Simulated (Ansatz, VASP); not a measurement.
This is a calculation of Ti3Al for VASP 6.6.1.

File INCAR:

```
PREC = Accurate
ENCUT = 520
EDIFF = 1E-6
ISMEAR = -1
SIGMA = 0.05
LREAL = False
LASPH = True
NELM = 80
ALGO = Normal
ISIF = 2
LWAVE = False
LCHARG = False
GGA = PS
NBANDS = 28
```

File KPOINTS:

```
regular mesh
0
Gamma
  10 10 3
```

File POSCAR:

```
Ti3Al
1.0
    2.9849595887      0.0000000000      0.0000000000
   -1.4924797943      2.5850508331      0.0000000000
    0.0000000000      0.0000000000      9.4073169995
Ti Al
3 1
Direct
    0.3333333333      0.6666666667      0.2494060000
    0.3333333333      0.6666666667      0.7505940000
    0.6666666667      0.3333333333      0.0000000000
    0.6666666667      0.3333333333      0.5000000000
```

Potentials or basis: VASP PAW PBE potentials, release 64 (Ti_sv, Al).

Launch:

```sh
$ cat potpaw_PBE.64/Ti_sv/POTCAR potpaw_PBE.64/Al/POTCAR > POTCAR
$ mpirun -np 1 vasp_std > vasp.out
```

Problem. Set up the same calculation for Ansatz 0.2.0. Potentials there: all-electron LAPW, scalar-relativistic.

Solution. As run (the cutoff follows the program's own potentials):

Contents of input.yaml:

```yaml
crystal:
  lattice:
    - [2.9849595887, 0.0, 0.0]
    - [-1.4924797943, 2.5850508331, 0.0]
    - [0.0, 0.0, 9.4073169995]
  atoms:
    - { symbol: Ti, position: [0.3333333333, 0.6666666667, 0.249406] }
    - { symbol: Ti, position: [0.3333333333, 0.6666666667, 0.750594] }
    - { symbol: Ti, position: [0.6666666667, 0.3333333333, 0.0] }
    - { symbol: Al, position: [0.6666666667, 0.3333333333, 0.5] }
kpoints:
  mp_grid: { grid: [10, 10, 3] }
scf:
  occupations: { method: fermi_dirac, width: 0.05 }
hamiltonian:
  xc: pbesol
  pseudopotentials: { kind: all_electron, lapw: { basis_error: 0.001 } }
output:
  forces: true
  stress: true
  eigenvalues: true
```

Potentials or basis: all-electron LAPW, scalar-relativistic.

Launch:

```bash
$ ansatz run input.yaml --threads 2 --pin off --max-ram 8192MiB --backend cpu --events-out ev --progress --plain --runs-dir out
```

Both were run:

|  | VASP | Ansatz | Ansatz less VASP |
| --- | --- | --- | --- |
| gap on the k mesh at the Fermi level (eV) | none | none | - |
| pressure (GPa) | -8.9 | -8.8 | +0.06 |
| traceless stress, the component that is largest in VASP (GPa) | -0.23 | -0.25 | -0.021 |
| rms of the force components (eV/Å) | 0.049 | 0.047 | -0.0030 |

VASP's potentials were made for PBE, not for PBEsol. Atom by atom the forces differ by 0.003 eV/Å (rms over components). A gap of «none» marks a metal or a gap that the smearing closes. Ansatz ran all-electron here, and VASP with PAW potentials.
